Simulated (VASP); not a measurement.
BPd4:

```xyz
5
Lattice="2.8920 0.0000 0.0000 0.0000 4.3650 0.0000 0.0000 0.0000 5.8563" Properties=species:S:1:pos:R:3 pbc="T T T"
Pd    1.4460    0.0000    1.1571
Pd    0.0000    0.0000    3.6278
Pd    0.0000    2.1825    1.9277
Pd    1.4460    2.1825    5.0807
B     1.4460    0.0000    5.0553
```

Base run:

```yaml
Program: VASP 6.6.1
Functional: RPBE
Potentials_or_basis: VASP PAW PBE potentials, release 64 (Pd_sv_GW, B)
Cutoff: 540 eV
k_mesh: 9 × 6 × 5
Occupations: fermi-dirac, width 0.05 eV
Spin: no spin polarisation
```

Its results: pressure 0.4 GPa; largest force 0.267 eV/Å.

Problem. The run is repeated on the same cell with these changes: functional from RPBE to PBEsol. What comes out?

Solution. Pressure -10.6 GPa; largest force 0.178 eV/Å.

PBEsol binds more tightly than RPBE, so the same cell stands under less pressure.

Caveats: the PAW data sets were made with another functional, which shifts forces and pressure a little.
